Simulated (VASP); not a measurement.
# GaTe3O2 (P-4m2) in VASP: notebook, part 2 of 2

VASP 6.6.1. Earlier steps stand in the parts before.

### Step 4. Relaxation of cell and atoms, PBE

Contents of INCAR:

```
PREC = Accurate
ENCUT = 600
EDIFF = 1E-6
ISMEAR = 0
SIGMA = 0.1
LREAL = False
LASPH = True
NELM = 80
ALGO = Normal
ISIF = 3
LWAVE = False
LCHARG = False
GGA = PE
IBRION = 2
NSW = 90
EDIFFG = -0.04
```

Contents of KPOINTS:

```
regular mesh
0
Gamma
  4 4 2
```

Contents of POSCAR:

```
GaTe3O2
1.0
    4.0092565200      0.0000000000      0.0000000000
    0.0000000000      4.0092565200      0.0000000000
    0.0000000000      0.0000000000      8.8327685400
Ga Te O
1 3 2
Direct
    0.0000000000      0.0000000000      0.0000000000
    0.0000000000      0.5000000000      0.3835000100
    0.5000000000      0.0000000000      0.6164999900
    0.5000000000      0.5000000000      0.0000000000
    0.0000000000      0.5000000000      0.7315000300
    0.5000000000      0.0000000000      0.2684999700
```

Command:

```sh
$ cat potpaw_PBE.64/Ga_d/POTCAR potpaw_PBE.64/Te/POTCAR potpaw_PBE.64/O/POTCAR > POTCAR
$ mpirun -np 1 vasp_std > vasp.out
```

Run time: 33 min. Hardware: 1 thread of Intel Xeon Platinum 8488C (Sapphire Rapids), shared host; peak memory 0.33 GiB.

It converged, with:

```yaml
Free_energy: -23.0496 eV
Relaxed_volume: 24.41 Å³/atom
Relaxed_cell: a = 4.304 Å, b = 4.304 Å, c = 7.906 Å, α = 90.00°, β = 90.00°, γ = 90.00°
Space_group_after_relaxing_to_0.1_Å: P-4m2 (No. 115)
Pressure_after_relaxing: 0.0 GPa
Largest_force_after_relaxing: 0.033 eV/Å
Band_gap_on_the_k_mesh: zero (an odd number of electrons rules out a gap without spin polarisation)
```

Forces in eV/Å, atoms in the order of the input:
```
Ga   0.000  0.000  0.000
Te   0.000  0.000  0.033
Te   0.000  0.000 -0.033
Te   0.000  0.000  0.000
O    0.000  0.000 -0.022
O    0.000  0.000  0.022
```

Stress tensor (GPa, compression positive):
```
-0.04  0.00  0.00
 0.00 -0.04  0.00
 0.00  0.00  0.05
```

Final structure:
```yaml
crystal:
  lattice:
    - [4.30397, 0.00000, 0.00000]
    - [0.00000, 4.30397, 0.00000]
    - [0.00000, 0.00000, 7.90646]
  atoms:
    - { symbol: Ga, position: [0.00000, 0.00000, 0.00000] }
    - { symbol: Te, position: [0.00000, 0.50000, 0.50528] }
    - { symbol: Te, position: [0.50000, 0.00000, 0.49472] }
    - { symbol: Te, position: [0.50000, 0.50000, 0.00000] }
    - { symbol: O, position: [0.00000, 0.50000, 0.74576] }
    - { symbol: O, position: [0.50000, 0.00000, 0.25424] }
```

Levels at points of the mesh, in eV from the Fermi level:
| k point | band 18 | band 19 | band 20 | band 21 | band 22 | band 23 | band 24 | band 25 |
| --- | --- | --- | --- | --- | --- | --- | --- | --- |
| (0.00, 0.00, 0.00) | -2.33 | -2.33 | -1.81 | -0.56 | -0.56 | 2.01 | 2.60 | 2.60 |
| (0.50, 0.00, 0.00) | -1.76 | -1.34 | -1.23 | -0.91 | -0.11 | 0.38 | 1.34 | 2.24 |
| (0.50, 0.50, 0.00) | -2.45 | -2.45 | -1.68 | -1.28 | 0.36 | 2.21 | 2.21 | 3.18 |
| (0.00, 0.00, 0.50) | -1.57 | -1.57 | -1.03 | -1.03 | -0.85 | 1.58 | 2.30 | 2.70 |
| (0.50, 0.00, 0.50) | -1.37 | -1.23 | -0.99 | -0.95 | -0.25 | 0.06 | 1.20 | 2.02 |
| (0.50, 0.50, 0.50) | -2.81 | -2.70 | -2.19 | -2.09 | 0.61 | 2.88 | 2.88 | 4.13 |

Caveat: the k points lie up to 0.40 Å⁻¹ apart in the final cell, too coarse for converged energies and pressures of a metal; spin-orbit coupling is left out, which moves the levels of the heavy elements; an odd number of electrons without spin polarisation forces a metal; a magnetic or distorted state may lie lower.

### Step 5. Single point, PBE

This run uses another cell than the first one, of 24.69 Å³/atom.

Contents of INCAR:

```
PREC = Accurate ; ENCUT = 520
EDIFF = 1E-7 ; ISMEAR = 0
SIGMA = 0.1 ; LREAL = F
LASPH = T ; NELM = 60
ALGO = Normal ; ISIF = 2
LWAVE = F ; LCHARG = F
GGA = PE ; NBANDS = 30
```

Contents of KPOINTS:

```
regular mesh
0
Gamma
  10 10 6
```

Contents of POSCAR:

```
GaTe3O2
1.0
    4.3039942836      0.0000000000      0.0000000000
    0.0000000000      4.3039942836      0.0000000000
    0.0000000000      0.0000000000      7.9962186055
Ga Te O
1 3 2
Direct
    0.0000000000      0.0000000000      0.0000000000
    0.0000000000      0.5000000000      0.5075480588
    0.5000000000      0.0000000000      0.4924519412
    0.5000000000      0.5000000000      0.0000000000
    0.0000000000      0.5000000000      0.7448014079
    0.5000000000      0.0000000000      0.2551985921
```

Command:

```sh
$ cat potpaw_PBE.64/Ga_d/POTCAR potpaw_PBE.64/Te/POTCAR potpaw_PBE.64/O/POTCAR > POTCAR
$ mpirun -np 1 vasp_std > vasp.out
```

Wall time 5.6 min (1 thread of Intel Xeon Platinum 8488C (Sapphire Rapids), shared host); peak memory 0.47 GiB.

Results (log left out):

- Free energy: -23.0077 eV
- Pressure: 0.1 GPa
- Largest force: 0.107 eV/Å
- Band gap on the k mesh: zero (an odd number of electrons rules out a gap without spin polarisation)

Forces in eV/Å, atoms in the order of the input:
```
Ga   0.000  0.000  0.000
Te   0.000  0.000 -0.107
Te   0.000  0.000  0.107
Te   0.000  0.000  0.000
O    0.000  0.000  0.107
O    0.000  0.000 -0.107
```

Stress tensor (GPa, compression positive):
```
-0.04  0.00  0.00
 0.00 -0.04  0.00
 0.00  0.00  0.30
```

Levels at points of the mesh, in eV from the Fermi level:
| k point | band 18 | band 19 | band 20 | band 21 | band 22 | band 23 | band 24 | band 25 | band 26 | band 27 |
| --- | --- | --- | --- | --- | --- | --- | --- | --- | --- | --- |
| (0.00, 0.00, 0.00) | -2.24 | -2.24 | -1.76 | -0.54 | -0.54 | 2.01 | 2.69 | 2.69 | 2.69 | 3.44 |
| (0.50, 0.00, 0.00) | -1.62 | -1.20 | -1.15 | -0.84 | -0.06 | 0.38 | 1.42 | 2.27 | 2.60 | 2.90 |
| (0.50, 0.50, 0.00) | -2.43 | -2.43 | -1.66 | -1.28 | 0.35 | 2.31 | 2.31 | 3.28 | 4.48 | 4.93 |
| (0.00, 0.00, 0.50) | -1.52 | -1.52 | -1.00 | -1.00 | -0.82 | 1.56 | 2.40 | 2.78 | 2.78 | 3.31 |
| (0.50, 0.00, 0.50) | -1.28 | -1.14 | -0.90 | -0.87 | -0.23 | 0.08 | 1.30 | 2.09 | 2.46 | 2.97 |
| (0.50, 0.50, 0.50) | -2.79 | -2.64 | -2.19 | -2.04 | 0.60 | 2.94 | 2.94 | 3.77 | 4.27 | 4.34 |

Caveat: spin-orbit coupling is left out, which moves the levels of the heavy elements; an odd number of electrons without spin polarisation forces a metal; a magnetic or distorted state may lie lower.

### Step 6. Summary

```tsv
task	cell	k mesh	cutoff (eV)	gap on the mesh (eV)	pressure (GPa)	largest force (eV/Å)
single point	a = 4.009, b = 4.009, c = 8.833 Å, 6 atoms, atomic positions A	4 × 4 × 2	520	none	-9.7	0.90
single point	a = 4.297, b = 4.297, c = 7.981 Å, 6 atoms, atomic positions B	4 × 4 × 2	520	none	0.1	0.10
relaxation of cell and atoms	relaxed from a = 4.009, b = 4.009, c = 8.833 Å, 6 atoms, atomic positions A	4 × 4 × 2	600	none	0.0	0.03
single point	a = 4.304, b = 4.304, c = 7.996 Å, 6 atoms, atomic positions C	10 × 10 × 6	520	none	0.1	0.11
```

Alike in all rows: level PBE; potentials or basis VASP PAW PBE potentials, release 64 (Ga_d, Te, O); no spin polarisation; smearing gaussian 0.1 eV.

Caveats: some runs use coarse meshes; spin-orbit coupling is left out, which moves the levels of the heavy elements; an odd number of electrons without spin polarisation forces a metal; a magnetic or distorted state may lie lower.

Absolute energies hang on the potentials; compare differences alone.
